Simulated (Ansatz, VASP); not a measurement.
## One calculation of Fe, two programs

```
Fe
1.0
     2.56922    0.00000    0.00000
    -1.28461    2.22501    0.00000
     0.00000    0.00000    4.06319
Fe
2
Direct
  0.33333 0.66667 0.25000
  0.66667 0.33333 0.75000
```

Alike in both runs: task single point; functional revPBE; k mesh 16 × 16 × 9; occupations fermi-dirac, width 0.1 eV; no spin polarisation.

```csv
,VASP,Ansatz
version,VASP 6.6.1,Ansatz 0.2.0
potentials or method,"VASP PAW PBE potentials, release 64 (Fe), cutoff 600 eV","plane waves (420 eV) with PAW, scalar-relativistic"
valence electrons in the cell,16,32
```

```tsv
	VASP	Ansatz	Ansatz less VASP
pressure (GPa)	-23.9	-23.9	+0.04
traceless stress, the component that is largest in VASP (GPa)	-0.66	-0.55	+0.104
```

VASP's potentials were made for PBE, not for revPBE. VASP's potentials hold 16 valence electrons a cell and Ansatz's 32, so a difference there can come from the potentials and not from the codes.
